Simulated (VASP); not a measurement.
A run of VASP 6.6.1 is set up as follows.

File INCAR:

```
PREC = Accurate
ENCUT = 520
EDIFF = 1E-6
ISMEAR = 0
SIGMA = 0.05
LREAL = F
LASPH = T
NELM = 80
ALGO = Normal
ISIF = 2
LWAVE = F
LCHARG = T
LELF = T
LVHAR = T
NBANDS = 25
```

Contents of KPOINTS:

```
Automatic mesh
0
Gamma
  6 6 8
```

The input POSCAR:

```
SiO2
1.0
    4.1053000000      0.0000000000      0.0000000000
    0.0000000000      4.1053000000      0.0000000000
    0.0000000000      0.0000000000      2.9807000000
Si O
2 4
Direct
    0.5000000000      0.5000000000      0.5000000000
    0.0000000000      0.0000000000      0.0000000000
    0.6944252994      0.6944252994      0.0000000000
    0.1944252994      0.8055747006      0.5000000000
    0.3055747006      0.3055747006      0.0000000000
    0.8055747006      0.1944252994      0.5000000000
```

Potentials or basis: VASP PAW LDA potentials, release 64 (Si, O).

The run is started by

```bash
$ cat potpaw_LDA.64/Si/POTCAR potpaw_LDA.64/O/POTCAR > POTCAR
$ mpirun -np 1 vasp_std > vasp.out
```

(1) Estimate the largest force.

(2) Predict the pressure.

Results:

(1) 0.469 eV/Å.

(2) -25.6 GPa.
